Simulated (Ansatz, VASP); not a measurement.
ZnS: VASP beside Ansatz

```
Zn S
1.0
     3.82270    0.00000    0.00000
    -1.91135    3.31056    0.00000
     0.00000    0.00000    6.38591
Zn S
2 2
Direct
  0.33333 0.66667 0.00166
  0.66667 0.33333 0.50166
  0.33333 0.66667 0.37314
  0.66667 0.33333 0.87314
```

Change from the starting cell: z stretched by +2 %, ions relaxed.

Alike in both runs: functional PBE; k mesh 13 × 13 × 7; occupations fermi-dirac, width 0.02 eV; no spin polarisation.

Ansatz relaxed the structure, and its values are those at the end. VASP's run is a single point on that final structure, the one shown.

|  | VASP | Ansatz |
| --- | --- | --- |
| version | VASP 6.6.1 | Ansatz 0.2.0 |
| potentials or method | VASP PAW PBE potentials, release 64 (Zn, S) | plane-wave PAW, scalar-relativistic |
| plane-wave cutoff (eV) | 520 | 420 |
| valence electrons in the cell | 36 | 36 |

Ansatz gave:

```
gap on the k mesh at the Fermi level (eV) : 2.02
pressure (GPa)                            : -0.1
```

Problem. Which values does VASP return?

Solution. gap on the k mesh at the Fermi level (eV): 2.02; pressure (GPa): 0.1.

With one functional, cell and mesh, what is left measures potentials, basis and numerics. Ansatz's warnings: stress scf threshold loose.
